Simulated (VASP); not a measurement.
P, 6 atoms in the cell. It takes space group R-3m (No. 166, trigonal). The conventional cell has a = 12.336 Å, b = 12.336 Å, c = 3.205 Å, α = 90.00°, β = 90.00°, γ = 120.00°. Within 2.9 Å of P (site symmetry m) lie 4 P at 2.16 to 2.88 Å. The cell was built from a structure type or drawn by symmetry, and may not be a known phase.

```yaml
Program: VASP 6.6.1
Task: single point
Functional: PBE
Potentials_or_basis: VASP PAW PBE potentials, release 64 (P)
Cutoff: 520 eV
k_mesh: 12 × 12 × 12
Occupations: gaussian, width 0.1 eV
Spin: no spin polarisation
Dipole_correction: no
Further_INCAR_settings: ALGO = Normal; EDIFF = 1e-06; NBANDS = 24
```

Potentials or basis: VASP PAW PBE potentials, release 64 (P).

Command:

```console
$ cat potpaw_PBE.64/P/POTCAR > POTCAR
$ mpirun -np 1 vasp_std > vasp.out
```

Hardware: 1 thread of Oxide Virtual Turin-like Processor (shared host).

Question: How long does it take, and how much memory?

Answer: Wall time 31 min on 1 thread of Oxide Virtual Turin-like Processor (shared host), peak memory 0.64 GiB. Counts: scf iterations 14, k points 189.
